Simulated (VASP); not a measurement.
# InAs (P6/mmm) in VASP: further runs, part 2 of 2

VASP 6.6.1. Earlier steps stand in the parts before.

## Step 4: Relaxation of cell and atoms, PBE

This run uses another cell than the first one, of 25.69 Å³/atom, 1.100 times its volume.

INCAR reads:

```
PREC = Accurate ; ENCUT = 600
EDIFF = 1E-7 ; ISMEAR = 0
SIGMA = 0.1 ; LREAL = F
LASPH = T ; NELM = 60
ALGO = Normal ; ISIF = 3
LWAVE = F ; LCHARG = F
GGA = PE ; IBRION = 2
NSW = 90 ; EDIFFG = -0.04
```

KPOINTS reads:

```
regular mesh
0
Gamma
  6 6 4
```

POSCAR reads:

```
InAs
1.0
    3.7896826600      0.0000000000      0.0000000000
   -1.8948413300      3.2819614500      0.0000000000
    0.0000000000      0.0000000000      4.1307582200
In As
1 1
Direct
    0.0000000000      0.0000000000      0.0000000000
    0.0000000000      0.0000000000      0.5000000000
```

Potentials or basis: VASP PAW PBE potentials, release 64 (In_d, As).

Started as:

```bash
$ cat potpaw_PBE.64/In_d/POTCAR potpaw_PBE.64/As/POTCAR > POTCAR
$ mpirun -np 1 vasp_std > vasp.out
```

OUTCAR:

```text
PREC = Accurate
   ENCUT = 600
   EDIFF = 1E-7
   ISMEAR = 0
   LREAL = F
   LASPH = T
   NELM = 60
   ISIF = 3
   GGA = PE
   IBRION = 2
   NSW = 90
   EDIFFG = -0.04

 ion  position               nearest neighbor table
   1  0.000  0.000  0.000-   2 2.07   2 2.07
   2  0.000  0.000  0.500-   1 2.07   1 2.07

  LATTYP: Found a hexagonal cell.
 ALAT       =     3.7896826600
 C/A-ratio  =     1.0900010873

  Lattice vectors:

 A1 = (   3.7896826600,   0.0000000000,   0.0000000000)
 A2 = (  -1.8948413300,   3.2819614500,   0.0000000000)
 A3 = (   0.0000000000,   0.0000000000,   4.1307582200)

Analysis of symmetry for initial positions (statically):
=====================================================================
 Subroutine PRICEL returns:
 Original cell was already a primitive cell.

 Routine SETGRP: Setting up the symmetry group for a
 hexagonal supercell.

 Subroutine GETGRP returns: Found 24 space group operations
 (whereof 24 operations were pure point group operations)
 out of a pool of 24 trial point group operations.

The static configuration has the point symmetry D_6h.

Analysis of symmetry for dynamics (positions and initial velocities):
=====================================================================
 Subroutine PRICEL returns:
 Original cell was already a primitive cell.

 Routine SETGRP: Setting up the symmetry group for a
 hexagonal supercell.

 Subroutine GETGRP returns: Found 24 space group operations
 (whereof 24 operations were pure point group operations)
 out of a pool of 24 trial point group operations.

The dynamic configuration has the point symmetry D_6h.

 Subroutine INISYM returns: Found 24 space group operations
 (whereof 24 operations are pure point group operations),
 and found     1 'primitive' translations

----------------------------------------------------------------------------------------

                                     Primitive cell

  volume of cell :      51.3767

  direct lattice vectors                    reciprocal lattice vectors
     3.789682660  0.000000000  0.000000000     0.263874337  0.152347920  0.000000000
    -1.894841330  3.281961450  0.000000000     0.000000000  0.304695840  0.000000000
     0.000000000  0.000000000  4.130758220     0.000000000  0.000000000  0.242086306

  length of vectors
     3.789682660  3.789682655  4.130758220     0.304695839  0.304695840  0.242086306

  position of ions in fractional coordinates (direct lattice)
     0.000000000  0.000000000  0.000000000
     0.000000000  0.000000000  0.500000000

  ion indices of the primitive-cell ions
   primitive index   ion index
                 1           1
                 2           2

----------------------------------------------------------------------------------------

 KPOINTS: regular mesh

Automatic generation of k-mesh.
 Grid dimensions read from file:
 generate k-points for:    6    6    4

 Generating k-lattice:

  Cartesian coordinates                     Fractional coordinates (reciprocal lattice)
     0.043979056  0.025391320  0.000000000     0.166666667  0.000000000  0.000000000
     0.000000000  0.050782640  0.000000000     0.000000000  0.166666667  0.000000000
     0.000000000  0.000000000  0.060521577     0.000000000  0.000000000  0.250000000

  Length of vectors
     0.050782640  0.050782640  0.060521577

  Shift w.r.t. Gamma in fractional coordinates (k-lattice)
     0.000000000  0.000000000  0.000000000

 Subroutine IBZKPT returns following result:
 ===========================================

 Found     21 irreducible k-points:

 Following reciprocal coordinates:
            Coordinates               Weight
  0.000000  0.000000  0.000000      1.000000
  0.166667 -0.000000  0.000000      6.000000
  0.333333  0.000000  0.000000      6.000000
  0.500000  0.000000  0.000000      3.000000
  0.166667  0.166667  0.000000      6.000000
  0.333333  0.166667  0.000000     12.000000
[... 13 lines left out ...]
  0.333333  0.166667  0.500000     12.000000
  0.333333  0.333333  0.500000      2.000000
   k-points           NKPTS =     21   k-points in BZ     NKDIM =     21   number of bands    NBANDS=     13
   number of dos      NEDOS =    301   number of ions     NIONS =      2
   total plane-waves  NPLWV =  32400
   dimension x,y,z NGX =    30 NGY =   30 NGZ =   36
   dimension x,y,z NGXF=    60 NGYF=   60 NGZF=   72
   ions per type =               1   1
   NGX,Y,Z   is equivalent  to a cutoff of  13.16, 13.16, 14.49 a.u.
   NGXF,Y,Z  is equivalent  to a cutoff of  26.32, 26.32, 28.98 a.u.
 SYSTEM =  unknown system
   PREC   = accura    normal or accurate (medium, high low for compatibility)
   ISTART =      0    job   : 0-new  1-cont  2-samecut
   ICHARG =      2    charge: 1-file 2-atom 10-const
   ISPIN  =      1    spin polarized calculation?
   LNONCOLLINEAR =      F non collinear calculations
   LSORBIT =      F    spin-orbit coupling
   LASPH  =      T    aspherical Exc in radial PAW
   ENCUT  =  600.0 eV  44.10 Ry    6.64 a.u.   7.57  7.57  8.25*2*pi/ulx,y,z
   NELM   =     60;   NELMIN=  2; NELMDL= -5     # of ELM steps
   EDIFF  = 0.1E-06   stopping-criterion for ELM
   LREAL  =      F    real-space projection
   EDIFFG = -.4E-01   stopping-criterion for IOM
   NSW    =     90    number of steps for IOM
   IBRION =      2    ionic relax: 0-MD 1-quasi-New 2-CG
   NFREE  =      1    steps in history (QN), initial steepest desc. (CG)
   ISIF   =      3    stress and relaxation
   ISYM   =      2    0-nonsym 1-usesym 2-fastsym
   POTIM  = 0.5000    time-step for ionic-motion
   TEBEG  =    0.0;   TEEND  =   0.0 temperature during run
   PSTRESS=    0.0 pullay stress
   NELECT =      18.0000    total number of electrons
   NUPDOWN=      -1.0000    fix difference up-down
   EMIN   =  10.00;   EMAX   =-10.00  energy-range for DOS
   EFERMI =   0.00;   METHOD = LEGACY
   ISMEAR =     0;   SIGMA  =   0.10  broadening in eV -4-tet -1-fermi 0-gaus
   EFERMI_NEDOS =   21; number of points for ismear=-14 and -15
   IALGO  =     38    algorithm
   IMIX   =      4    mixing-type and parameters
     AMIX     =   0.40;   BMIX     =  1.00
     AMIX_MAG =   1.60;   BMIX_MAG =  1.00
  volume/ion in A,a.u.               =      25.69       173.35
  Fermi-wavevector in a.u.,A,eV,Ry     =   1.154101  2.180934 18.122253  1.331948
  Thomas-Fermi vector in A             =   2.290740
   LORBIT       =      0    0 simple, 1 ext, 2 COOP (PROOUT), +10 PAW based schemes
   GGA     = PE    functional components
   LHFCALC =     F    Hartree Fock is set to
   AEXX    =    0.0000 exact exchange contribution
   IVDW    =     0    specifies the selected vdW correction
   LEPSILON=     F    determine dielectric tensor
   LRPA    =     F    only Hartree local field effects (RPA)
 conjugate gradient relaxation of ions
 non-spin polarized calculation
 Gauss-broadening in eV      SIGMA  =   0.10
  energy-cutoff  :      600.00
  volume of cell :       51.38
 maximum number of plane-waves:      1731
   NGX = 15   NGY = 15   NGZ = 17

--------------------------------------- Ionic step        1  -------------------------------------------

 number of electron      17.9999995 magnetization

 Free energy of the ion-electron system (eV)
  ---------------------------------------------------
  ext. energy  EPLUGINS =         0.00000000
  ---------------------------------------------------
  free energy    TOTEN  =        -2.33626577 eV

  energy without entropy =       -2.32750898  energy(sigma->0) =       -2.33188737

------------------------ aborting loop because EDIFF is reached ----------------------------------------

  FORCE on cell =-STRESS in cart. coord.  units (eV):
  Direction    XX          YY          ZZ          XY          YZ          ZX
  --------------------------------------------------------------------------------------
  -------------------------------------------------------------------------------------
  Total        0.6750215      0.6750215     35.3387944      0.0000000      0.0000000      0.0000000
  in kB       21.0504851     21.0504851   1102.0371007      0.0000000      0.0000000      0.0000000
  external PRESSURE =     381.3793570 kB  Pullay stress =       0.0000000 kB
[... 766 lines left out ...]
  band No.  band energies     occupation
      1      -8.8375      2.00000
      2      -8.8375      2.00000
      3      -8.7976      2.00000
      4      -8.7976      2.00000
      5      -8.7363      2.00000
      6      -3.1877      2.00000
      7       2.6719      2.00000
      8       3.2425      2.00000
      9       3.2425      2.00000
     10       5.5439      1.99711
     11       5.5439      1.99711
     12       9.2661      0.00000
     13      11.1892      0.00000

[... ionic steps 4 to 18 ...]

--------------------------------------- Ionic step       19  -------------------------------------------

 number of electron      18.0000006 magnetization

------------------------ aborting loop because EDIFF is reached ----------------------------------------
[... 67 lines left out ...]
--------------------------------------- Ionic step       21  -------------------------------------------

 number of electron      17.9999999 magnetization

 Free energy of the ion-electron system (eV)
  ---------------------------------------------------
  ext. energy  EPLUGINS =         0.00000000
  ---------------------------------------------------
  free energy    TOTEN  =        -6.79589704 eV

  energy without entropy =       -6.78997846  energy(sigma->0) =       -6.79293775

 E-fermi :   6.3827     XC(G=0): -10.2855

 val. band max:        6.2594199204   @ k =   0.3333   0.1667   0.2500
 cond. band min:       6.4166193547   @ k =   0.0000   0.0000   0.5000
 fundamental gap:      0.1571994343
 Fermi energy:         6.3827066393
[... 363 lines left out ...]
  FREE ENERGIE OF THE ION-ELECTRON SYSTEM (eV)
  ---------------------------------------------------
  free  energy   TOTEN  =        -6.7958970435 eV

  energy  without entropy=       -6.7899784639  energy(sigma->0) =       -6.79293775

 reached required accuracy - stopping structural energy minimisation
```

OSZICAR:

```text
N       E                     dE             d eps       ncg     rms          rms(c)
DAV:   1     0.127335113205E+03    0.12734E+03   -0.92540E+03   546   0.167E+03
DAV:   2     0.608823774895E+01   -0.12125E+03   -0.11772E+03   556   0.353E+02
DAV:   3    -0.276776238990E+01   -0.88560E+01   -0.86722E+01   706   0.979E+01
[... 247 lines left out ...]
DAV:   4    -0.679590272613E+01    0.92486E-05   -0.48686E-05   556   0.727E-02    0.477E-02
DAV:   5    -0.679589534627E+01    0.73799E-05   -0.14280E-05   658   0.420E-02    0.156E-02
DAV:   6    -0.679589731140E+01   -0.19651E-05   -0.33577E-06   606   0.163E-02    0.278E-03
DAV:   7    -0.679589705358E+01    0.25782E-06   -0.12615E-07   496   0.427E-03    0.358E-04
DAV:   8    -0.679589704350E+01    0.10082E-07   -0.25786E-08   283   0.311E-03
  21 F= -.67958970E+01 E0= -.67929378E+01  d E =-.161475E-02
```

CONTCAR:

```text
InAs
   1.00000000000000
     3.1187734212457494    0.0000000000000000   -0.0000000000000000
    -1.5593867106228747    2.7009370087643969    0.0000000000000000
     0.0000000000000000    0.0000000000000000    5.5333264638893036
  In              As
     1     1
Direct
     0.0000000000000000    0.0000000000000000    0.0000000000000000
     0.0000000000000000    0.0000000000000000    0.5000000000000000

  0.00000000E+00  0.00000000E+00  0.00000000E+00
  0.00000000E+00  0.00000000E+00  0.00000000E+00
```

It took 4.2 min on 1 thread of Intel Xeon Platinum 8259CL at 2.50GHz (Skylake/Cascade Lake), shared host; peak memory 0.2 GiB.

What came out:

```
Free energy                            : -6.7959 eV
Relaxed volume                         : 23.31 Å³/atom
Relaxed cell                           : a = 3.119 Å, b = 3.119 Å, c = 5.533 Å, α = 90.00°, β = 90.00°, γ = 120.00°
Space group after relaxing (to 0.05 Å) : P6/mmm (No. 191)
Energy gained by relaxing              : 2229.8 meV/atom
Ionic steps                            : 21
Pressure after relaxing                : 0.0 GPa
Band gap on the k mesh                 : zero (band 9 reaches 10.81 eV, above the bottom of band 10 at 5.29 eV)
```

Step by step:
```csv
step,energy change (eV),largest force (eV/Å),pressure (GPa),volume (Å³)
1,0.0000,0.0000,38.14,51.38
2,-2.1078,0.0000,-7.44,98.30
3,-2.4790,0.0000,-7.14,91.37
4,-2.7407,0.0000,-7.19,86.36
5,-3.4052,0.0000,-4.15,68.66
6,-3.4035,0.0000,-5.52,71.25
7,-3.4114,0.0000,-4.91,69.97
8,-3.8935,0.0000,-6.36,61.57
9,-3.6407,0.0000,20.17,38.92
10,-4.2848,0.0000,-6.00,54.29
11,-4.3452,0.0000,3.05,45.07
12,-4.4131,0.0000,-3.13,49.72
13,-4.4245,0.0000,-1.53,48.16
14,-4.4243,0.0000,-1.96,48.57
15,-4.4535,0.0000,0.66,46.07
16,-4.4536,0.0000,1.26,45.66
17,-4.4539,0.0000,0.95,45.86
18,-4.4519,0.0000,0.91,46.13
19,-4.4580,0.0000,0.84,45.99
20,-4.4594,0.0000,-0.30,46.85
21,-4.4596,0.0000,0.01,46.61
```

Final structure:
```
In As
1.0
     3.11877    0.00000    0.00000
    -1.55939    2.70094    0.00000
     0.00000    0.00000    5.53333
In As
1 1
Direct
  0.00000 0.00000 0.00000
  0.00000 0.00000 0.50000
```

Caveat: the k points lie up to 0.39 Å⁻¹ apart in the final cell; spin-orbit coupling is left out, which moves the levels of the heavy elements.

## Step 5: Summary

```csv
task,cell,cutoff (eV),gap on the mesh (eV),pressure (GPa)
single point,"a = 3.120, b = 3.120, c = 5.539 Å, angles 90.0, 90.0, 120.0°, 2 atoms",520,none,-0.1
single point,"a = 3.790, b = 3.790, c = 4.131 Å, angles 90.0, 90.0, 120.0°, 2 atoms",520,none,38.1
relaxation of cell and atoms,"relaxed from a = 3.790, b = 3.790, c = 4.131 Å, angles 90.0, 90.0, 120.0°, 2 atoms",600,none,0.0
```

Alike in all rows: level PBE; potentials or basis VASP PAW PBE potentials, release 64 (In_d, As); no spin polarisation; k mesh 6 × 6 × 4; smearing gaussian 0.1 eV.

Caveats: all runs use coarse meshes; spin-orbit coupling is left out, which moves the levels of the heavy elements.

Absolute energies hang on the potentials; compare differences alone.
